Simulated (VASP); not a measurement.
Crystal: PbS.

```xyz
2
Lattice="2.0695 1.1948 3.3814 -2.0695 1.1948 3.3814 0.0000 -2.3897 3.3814" Properties=species:S:1:pos:R:3 pbc="T T T"
Pb    0.0000    0.0000    9.9472
S     0.0000    0.0000    4.8189
```

Base run:

| Item | Value |
| --- | --- |
| Program | VASP 6.6.1 |
| Functional | r2SCAN |
| Potentials or basis | VASP PAW PBE potentials, release 64 (Pb_d, S) |
| Cutoff | 520 eV |
| k mesh | 8 × 8 × 8 |
| Occupations | fermi-dirac, width 0.05 eV |
| Spin | no spin polarisation |

Its results: band gap on the k mesh 0.48 eV, direct; pressure 4.0 GPa; largest force 0.048 eV/Å.

Q: The run is repeated on the same cell with these changes: functional from r2SCAN to PBE. What comes out?

A: Band gap on the k mesh 0.24 eV, direct; pressure 4.8 GPa; largest force 0.053 eV/Å.

r2SCAN gives the wider gap, since meta-GGAs in the generalised Kohn-Sham scheme recover part of the derivative discontinuity.

Caveats: spin-orbit coupling is left out, which moves the levels of the heavy elements; the PAW data sets were made with another functional, which shifts forces and pressure a little (some runs).

A k mesh can miss the band edges.
